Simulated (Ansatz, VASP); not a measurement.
Ir: VASP beside Ansatz

```
Ir
1.0
     2.75138    0.00000    0.00000
    -1.37569    2.38276    0.00000
     0.00000    0.00000    4.46229
Ir
2
Direct
  0.55033 0.42776 0.75000
  0.33333 0.66667 0.25000
```

Alike in both runs: task single point; functional PBEsol; k mesh 18 × 18 × 12; occupations gaussian, width 0.15 eV; no spin polarisation.

|  | VASP | Ansatz |
| --- | --- | --- |
| version | VASP 6.6.1 | Ansatz 0.2.0 |
| potentials or method | VASP PAW PBE potentials, release 64 (Ir), cutoff 520 eV | scalar-relativistic, plane waves, PAW |
| valence electrons in the cell | 18 | 34 |

|  | VASP | Ansatz | Ansatz less VASP |
| --- | --- | --- | --- |
| gap on the k mesh at the Fermi level (eV) | none | none | - |
| pressure (GPa) | -0.6 | -1.5 | -0.80 |
| traceless stress, the component that is largest in VASP (GPa) | 15.52 | 15.22 | -0.296 |
| rms of the force components (eV/Å) | 1.031 | 1.023 | -0.0077 |

VASP's potentials were made for PBE, not for PBEsol. Atom by atom the forces differ by 0.008 eV/Å (rms over components). A gap of «none» marks a metal or a gap that the smearing closes. The functional is the same, so the differences come from potentials, cutoffs and numerics. VASP's potentials hold 18 valence electrons a cell and Ansatz's 34, so a difference there can come from the potentials and not from the codes.

Neither program's run includes spin-orbit coupling.
